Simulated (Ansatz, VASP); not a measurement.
One calculation of KI, two programs

```
K I
1.0
     0.00000    3.53961    3.58733
     3.53961    0.00000    3.58733
     3.53961    3.53961    0.00000
K I
1 1
Direct
  0.92886 0.92886 0.07114
  0.52192 0.52192 0.47808
```

Change from the starting cell: mode 6 frozen in at -0.510 Å, equal normal strain along x and y -0.0133.

Alike in both runs: task single point; functional PBE; k mesh 6 × 6 × 6; occupations gaussian, width 0.05 eV; no spin polarisation.

```csv
,VASP,Ansatz
version,VASP 6.6.1,Ansatz 0.2.0
potentials or method,"VASP PAW PBE potentials, release 64 (K_sv, I), cutoff 520 eV","scalar-relativistic, plane waves, PAW"
valence electrons in the cell,16,26
```

|  | VASP | Ansatz | Ansatz less VASP |
| --- | --- | --- | --- |
| gap on the k mesh at the Fermi level (eV) | 3.99 | 4.00 | +0.006 |
| least direct gap on the mesh (eV) | 3.99 | 4.00 | +0.006 |
| pressure (GPa) | 2.4 | 2.3 | -0.05 |
| traceless stress, the component that is largest in VASP (GPa) | 4.53 | 4.49 | -0.046 |
| rms of the force components (eV/Å) | 0.834 | 0.826 | -0.0086 |

Atom by atom the forces differ by 0.009 eV/Å (rms over components). VASP's potentials hold 16 valence electrons a cell and Ansatz's 26, so a difference there can come from the potentials and not from the codes.

Neither program's run includes spin-orbit coupling.
